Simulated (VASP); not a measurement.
HfB2:

```
Hf B
1.0
     3.14000    0.00000    0.00000
    -1.57000    2.71932    0.00000
     0.00000    0.00000    3.48000
Hf B
1 2
Direct
  0.00000 0.00000 0.00000
  0.33333 0.66667 0.50000
  0.66667 0.33333 0.50000
```

Base run:

| Quantity | Value |
| --- | --- |
| Program | VASP 6.6.1 |
| Functional | r2SCAN |
| Potentials or basis | VASP PAW PBE potentials, release 64 (Hf_pv, B) |
| Cutoff | 520 eV |
| k mesh | 17 × 17 × 13 |
| Occupations | fermi-dirac, width 0.05 eV |
| Spin | no spin polarisation |

Its results: band gap on the k mesh zero (bands 8 and 9 overlap by 1.55 eV); pressure -1.3 GPa.

The run is repeated on the same cell with these changes: functional from r2SCAN to LDA; potentials or basis from VASP PAW PBE potentials, release 64 (Hf_pv, B) to VASP PAW LDA potentials, release 64 (Hf_pv, B). What comes out?

Band gap on the k mesh zero (bands 8 and 9 overlap by 1.40 eV); pressure -9.7 GPa.

Caveats: spin-orbit coupling is left out, which moves the levels of the heavy elements; the PAW data sets were made with another functional, which shifts forces and pressure a little (at least some runs); the cell stands under tension (at least some runs).
